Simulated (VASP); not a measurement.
# GeMo (CsCl type) (Pm-3m) in VASP: further runs

The runs below take GeMo (CsCl type) through single point, with r2SCAN.

Everything below comes from runs of VASP 6.6.1. Logs are shortened: lines on timing, memory, paths and dates and some standing lists are left out, and cuts for length are marked.

### 1 The cell of the first run

The structure is cubic, space group Pm-3m (No. 221). Conventional cell: a = 2.883 Å, b = 2.883 Å, c = 2.883 Å, α = 90.00°, β = 90.00°, γ = 90.00°. Mo (site symmetry m-3m) has 8 Ge at 2.50 Å and 6 Mo at 2.88 Å within 3.3 Å. Ge (site symmetry m-3m) has 8 Mo at 2.50 Å and 6 Ge at 2.88 Å within 3.3 Å.

### 2 Single point, r2SCAN (volume scaled by 0.8)

POSCAR

```
GeMo
1.0
    2.8834742741      0.0000000000      0.0000000000
    0.0000000000      2.8834742741      0.0000000000
    0.0000000000      0.0000000000      2.8834742741
Mo Ge
1 1
Direct
    0.0000000000      0.0000000000      0.0000000000
    0.5000000000      0.5000000000      0.5000000000
```

INCAR.step1

```
SYSTEM = GeMo
  ALGO = Normal
  EDIFF = 1E-4
  ENCUT = 520
  GGA = PE
  ISMEAR = -1
  LASPH = .True.
  LCHARG = .False.
  LREAL = .False.
  LWAVE = .True.
  NBANDS = 21
  NELM = 80
  PREC = Accurate
  SIGMA = 0.05
```

INCAR.step2

```
SYSTEM = GeMo
  ALGO = Normal
  EDIFF = 1E-6
  ENCUT = 520
  ISIF = 2
  ISMEAR = -1
  ISTART = 1
  LASPH = .True.
  LCHARG = .False.
  LMIXTAU = .True.
  LREAL = .False.
  LWAVE = .False.
  METAGGA = R2SCAN
  NBANDS = 21
  NELM = 80
  PREC = Accurate
  SIGMA = 0.05
```

KPOINTS

```
k-points
0
Gamma
  14 14 14
  0 0 0
```

Potentials or basis: VASP PAW PBE potentials, release 64 (Mo_sv, Ge_d).

Started as:

```
$ cat potpaw_PBE.64/Mo_sv/POTCAR potpaw_PBE.64/Ge_d/POTCAR > POTCAR
$ cp INCAR.step1 INCAR
$ mpirun -np 1 vasp_std > vasp.out
$ cp INCAR.step2 INCAR
$ mpirun -np 1 vasp_std > vasp.out
```

OUTCAR:

```text
SYSTEM = GeMo
   EDIFF = 1E-6
   ENCUT = 520
   ISIF = 2
   ISMEAR = -1
   ISTART = 1
   LASPH = .True.
   LREAL = .False.
   METAGGA = R2SCAN
   NELM = 80
   PREC = Accurate

 ion  position               nearest neighbor table
   1  0.000  0.000  0.000-   2 2.50   2 2.50   2 2.50   2 2.50   2 2.50   2 2.50   2 2.50   2 2.50

   2  0.500  0.500  0.500-   1 2.50   1 2.50   1 2.50   1 2.50   1 2.50   1 2.50   1 2.50   1 2.50

  LATTYP: Found a simple cubic cell.
 ALAT       =     2.8834742741

  Lattice vectors:

 A1 = (   2.8834742741,   0.0000000000,   0.0000000000)
 A2 = (   0.0000000000,   2.8834742741,   0.0000000000)
 A3 = (   0.0000000000,   0.0000000000,   2.8834742741)

Analysis of symmetry for initial positions (statically):
=====================================================================
 Subroutine PRICEL returns:
 Original cell was already a primitive cell.

 Routine SETGRP: Setting up the symmetry group for a
 simple cubic supercell.

 Subroutine GETGRP returns: Found 48 space group operations
[... 9 lines left out ...]

 Routine SETGRP: Setting up the symmetry group for a
 simple cubic supercell.

 Subroutine GETGRP returns: Found 48 space group operations
[... 11 lines left out ...]
                                     Primitive cell

  volume of cell :      23.9744

  direct lattice vectors                    reciprocal lattice vectors
     2.883474274  0.000000000  0.000000000     0.346803857  0.000000000  0.000000000
     0.000000000  2.883474274  0.000000000     0.000000000  0.346803857  0.000000000
     0.000000000  0.000000000  2.883474274     0.000000000  0.000000000  0.346803857

  length of vectors
     2.883474274  2.883474274  2.883474274     0.346803857  0.346803857  0.346803857

  position of ions in fractional coordinates (direct lattice)
     0.000000000  0.000000000  0.000000000
     0.500000000  0.500000000  0.500000000

  ion indices of the primitive-cell ions
   primitive index   ion index
                 1           1
                 2           2

----------------------------------------------------------------------------------------

 KPOINTS: k-points

Automatic generation of k-mesh.
 Grid dimensions read from file:
 generate k-points for:   14   14   14

 Generating k-lattice:

  Cartesian coordinates                     Fractional coordinates (reciprocal lattice)
     0.024771704  0.000000000  0.000000000     0.071428571  0.000000000  0.000000000
     0.000000000  0.024771704  0.000000000     0.000000000  0.071428571  0.000000000
     0.000000000  0.000000000  0.024771704     0.000000000  0.000000000  0.071428571

  Length of vectors
     0.024771704  0.024771704  0.024771704

  Shift w.r.t. Gamma in fractional coordinates (k-lattice)
     0.000000000  0.000000000  0.000000000

 Subroutine IBZKPT returns following result:
 ===========================================

 Found    120 irreducible k-points:

 Following reciprocal coordinates:
            Coordinates               Weight
  0.000000  0.000000  0.000000      1.000000
  0.071429  0.000000  0.000000      6.000000
  0.142857  0.000000  0.000000      6.000000
  0.214286  0.000000  0.000000      6.000000
  0.285714  0.000000  0.000000      6.000000
  0.357143  0.000000  0.000000      6.000000
[... 16 lines left out ...]
  0.285714  0.214286  0.000000     24.000000
  0.357143  0.214286  0.000000     24.000000
 [... further k-points ...]
   k-points           NKPTS =    120   k-points in BZ     NKDIM =    120   number of bands    NBANDS=     21
   number of dos      NEDOS =    301   number of ions     NIONS =      2
   total plane-waves  NPLWV =  13824
   dimension x,y,z NGX =    24 NGY =   24 NGZ =   24
   dimension x,y,z NGXF=    48 NGYF=   48 NGZF=   48
   ions per type =               1   1
   NGX,Y,Z   is equivalent  to a cutoff of  13.84, 13.84, 13.84 a.u.
   NGXF,Y,Z  is equivalent  to a cutoff of  27.67, 27.67, 27.67 a.u.
 SYSTEM =  GeMo
   PREC   = accura    normal or accurate (medium, high low for compatibility)
   ISTART =      1    job   : 0-new  1-cont  2-samecut
   ICHARG =      0    charge: 1-file 2-atom 10-const
   ISPIN  =      1    spin polarized calculation?
   LNONCOLLINEAR =      F non collinear calculations
   LSORBIT =      F    spin-orbit coupling
   LASPH  =      T    aspherical Exc in radial PAW
   ENCUT  =  520.0 eV  38.22 Ry    6.18 a.u.   5.36  5.36  5.36*2*pi/ulx,y,z
   NELM   =     80;   NELMIN=  2; NELMDL=  0     # of ELM steps
   EDIFF  = 0.1E-05   stopping-criterion for ELM
   LREAL  =      F    real-space projection
   EDIFFG = 0.1E-04   stopping-criterion for IOM
   NSW    =      0    number of steps for IOM
   IBRION =     -1    ionic relax: 0-MD 1-quasi-New 2-CG
   NFREE  =      0    steps in history (QN), initial steepest desc. (CG)
   ISIF   =      2    stress and relaxation
   ISYM   =      2    0-nonsym 1-usesym 2-fastsym
   POTIM  = 0.5000    time-step for ionic-motion
   TEBEG  =    0.0;   TEEND  =   0.0 temperature during run
   PSTRESS=    0.0 pullay stress
   NELECT =      28.0000    total number of electrons
   NUPDOWN=      -1.0000    fix difference up-down
   EMIN   =  10.00;   EMAX   =-10.00  energy-range for DOS
   EFERMI =   0.00;   METHOD = LEGACY
   ISMEAR =    -1;   SIGMA  =   0.05  broadening in eV -4-tet -1-fermi 0-gaus
   EFERMI_NEDOS =   21; number of points for ismear=-14 and -15
   IALGO  =     38    algorithm
   IMIX   =      4    mixing-type and parameters
     AMIX     =   0.40;   BMIX     =  1.00
     AMIX_MAG =   1.60;   BMIX_MAG =  1.00
  volume/ion in A,a.u.               =      11.99        80.89
  Fermi-wavevector in a.u.,A,eV,Ry     =   1.724030  3.257944 40.440306  2.972279
  Thomas-Fermi vector in A             =   2.799795
   LORBIT       =      0    0 simple, 1 ext, 2 COOP (PROOUT), +10 PAW based schemes
   METAGGA = R2SCAN    functional components
   LHFCALC =     F    Hartree Fock is set to
   AEXX    =    0.0000 exact exchange contribution
   IVDW    =     0    specifies the selected vdW correction
   LEPSILON=     F    determine dielectric tensor
   LRPA    =     F    only Hartree local field effects (RPA)
 non-spin polarized calculation
  energy-cutoff  :      520.00
  volume of cell :       23.97
 maximum number of plane-waves:       660
 NGX is ok and might be reduce to    24
   NGX = 11   NGY = 11   NGZ = 11

 number of electron      28.0000005 magnetization

 Free energy of the ion-electron system (eV)
  ---------------------------------------------------
  ext. energy  EPLUGINS =         0.00000000
  ---------------------------------------------------
  free energy    TOTEN  =       -38.41199100 eV

  energy without entropy =      -38.39557929  energy(sigma->0) =      -38.40378515

 E-fermi :  14.5391     XC(G=0): -15.8984

 val. band max:       14.5258762591   @ k =   0.5000   0.3571   0.0714
 cond. band min:      14.5481284563   @ k =   0.3571   0.2143   0.1429
 fundamental gap:      0.0222521972
 Fermi energy:        14.5391028584

 k-point     1 :       0.0000    0.0000    0.0000
  band No.  band energies     occupation
      1     -47.9506      2.00000
      2     -21.1524      2.00000
      3     -21.1524      2.00000
      4     -21.1524      2.00000
      5     -10.9622      2.00000
      6     -10.9622      2.00000
[... 13 lines left out ...]
     20      28.3742      0.00000
     21      28.3742      0.00000

 k-point     2 :       0.0714    0.0000    0.0000
  band No.  band energies     occupation
      1     -47.9466      2.00000
      2     -21.1949      2.00000
      3     -21.1494      2.00000
      4     -21.1494      2.00000
      5     -10.9612      2.00000
      6     -10.9534      2.00000
[... 13 lines left out ...]
     20      28.3462      0.00000
     21      29.0147      0.00000

 k-point     3 :       0.1429    0.0000    0.0000
  band No.  band energies     occupation
      1     -47.9356      2.00000
      2     -21.3125      2.00000
      3     -21.1409      2.00000
      4     -21.1409      2.00000
      5     -10.9581      2.00000
      6     -10.9287      2.00000
[... 13 lines left out ...]
     20      28.3361      0.00000
     21      30.7678      0.00000

 k-point     4 :       0.2143    0.0000    0.0000
  band No.  band energies     occupation
      1     -47.9196      2.00000
      2     -21.4790      2.00000
      3     -21.1285      2.00000
      4     -21.1285      2.00000
      5     -10.9536      2.00000
      6     -10.8930      2.00000
[... 13 lines left out ...]
     20      28.2831      0.00000
     21      33.1710      0.00000

 k-point     5 :       0.2857    0.0000    0.0000
  band No.  band energies     occupation
      1     -47.9017      2.00000
      2     -21.6595      2.00000
      3     -21.1148      2.00000
      4     -21.1148      2.00000
      5     -10.9487      2.00000
      6     -10.8535      2.00000
[... 13 lines left out ...]
     20      28.1192      0.00000
     21      32.0356      0.00000

 k-point     6 :       0.3571    0.0000    0.0000
  band No.  band energies     occupation
      1     -47.8855      2.00000
      2     -21.8184      2.00000
      3     -21.1023      2.00000
      4     -21.1023      2.00000
      5     -10.9442      2.00000
      6     -10.8220      2.00000
[... 13 lines left out ...]
     20      27.7374      0.00000
     21      30.4520      0.00000

 k-point     7 :       0.4286    0.0000    0.0000
  band No.  band energies     occupation
      1     -47.8743      2.00000
      2     -21.9265      2.00000
      3     -21.0937      2.00000
      4     -21.0937      2.00000
      5     -10.9412      2.00000
      6     -10.8220      2.00000
[... 13 lines left out ...]
     20      27.1516      0.00000
     21      28.8040      0.00000
[... 291 lines left out ...]
      1     -47.8603      2.00000
      2     -21.8987      2.00000
      3     -21.2351      2.00000
      4     -21.0774      2.00000
      5     -10.9222      2.00000
      6     -10.8423      2.00000
[... 13 lines left out ...]
     20      26.7432      0.00000
     21      29.4248      0.00000

 k-point    21 :       0.5000    0.1429    0.0000
  band No.  band energies     occupation
      1     -47.8563      2.00000
      2     -21.9361      2.00000
      3     -21.2312      2.00000
      4     -21.0741      2.00000
      5     -10.9213      2.00000
      6     -10.8433      2.00000
[... 13 lines left out ...]
     20      25.4783      0.00000
     21      28.9536      0.00000

 k-point    22 :       0.2143    0.2143    0.0000
  band No.  band energies     occupation
      1     -47.8893      2.00000
      2     -21.4633      2.00000
      3     -21.4165      2.00000
      4     -21.1006      2.00000
      5     -10.9202      2.00000
      6     -10.8576      2.00000
[... 13 lines left out ...]
     20      30.0827      0.00000
     21      31.4411      0.00000

 k-point    23 :       0.2857    0.2143    0.0000
  band No.  band energies     occupation
      1     -47.8720      2.00000
      2     -21.6153      2.00000
      3     -21.4148      2.00000
      4     -21.0845      2.00000
      5     -10.9125      2.00000
      6     -10.8493      2.00000
[... 13 lines left out ...]
     20      29.6059      0.00000
     21      31.0780      0.00000

 k-point    24 :       0.3571    0.2143    0.0000
  band No.  band energies     occupation
      1     -47.8562      2.00000
      2     -21.7658      2.00000
      3     -21.3963      2.00000
      4     -21.0700      2.00000
      5     -10.9081      2.00000
      6     -10.8577      2.00000
[... 13 lines left out ...]
     20      27.8433      0.00000
     21      31.0359      0.00000

 [... further k-points ...]
[... 5 lines left out ...]
  --------------------------------------------------------------------------------------
  -------------------------------------------------------------------------------------
  Total       11.3087671     11.3087671     11.3087671      0.0000000      0.0000000      0.0000000
  in kB      755.7490321    755.7490321    755.7490321      0.0000000      0.0000000      0.0000000
  external PRESSURE =     755.7490321 kB  Pullay stress =       0.0000000 kB

 VOLUME and BASIS-vectors are now :
 -----------------------------------------------------------------------------
  energy-cutoff  :      520.00
  volume of cell :       23.97
      direct lattice vectors                 reciprocal lattice vectors
     2.883474274  0.000000000  0.000000000     0.346803857  0.000000000  0.000000000
     0.000000000  2.883474274  0.000000000     0.000000000  0.346803857  0.000000000
     0.000000000  0.000000000  2.883474274     0.000000000  0.000000000  0.346803857

 POSITION                                       TOTAL-FORCE (eV/Angst)
 -----------------------------------------------------------------------------------
      0.00000      0.00000      0.00000         0.000000      0.000000      0.000000
      1.44174      1.44174      1.44174         0.000000      0.000000      0.000000
 -----------------------------------------------------------------------------------
    total drift:                                0.000000      0.000000     -0.000000

  FREE ENERGIE OF THE ION-ELECTRON SYSTEM (eV)
  ---------------------------------------------------
  free  energy   TOTEN  =       -38.4119909968 eV

  energy  without entropy=      -38.3955792949  energy(sigma->0) =      -38.40378515
```

Run time: 54 s. Hardware: 1 thread of Intel Xeon 6975P-C (Granite Rapids), shared host; peak memory 0.19 GiB.

What came out:

* Free energy: -38.4120 eV
* Pressure: 75.6 GPa
* Band gap on the k mesh: zero (band 14 reaches 18.71 eV, above the bottom of band 15 at 13.40 eV)

Levels at points of the mesh, in eV from the Fermi level:
| k point | band 12 | band 13 | band 14 | band 15 | band 16 | band 17 |
| --- | --- | --- | --- | --- | --- | --- |
| (0.00, 0.00, 0.00) | -4.49 | 1.76 | 1.76 | 1.76 | 3.42 | 3.42 |
| (0.50, 0.00, 0.00) | -3.52 | -2.49 | -2.49 | 2.00 | 4.32 | 7.37 |
| (0.50, 0.50, 0.00) | -4.00 | -3.45 | -0.50 | -0.50 | 3.98 | 5.83 |
| (0.50, 0.50, 0.50) | -7.67 | -4.67 | 4.17 | 4.17 | 5.66 | 5.66 |

Caveat: the PAW data sets were made with another functional, which shifts forces and pressure a little.

(Part 1 of 2 ends here.)
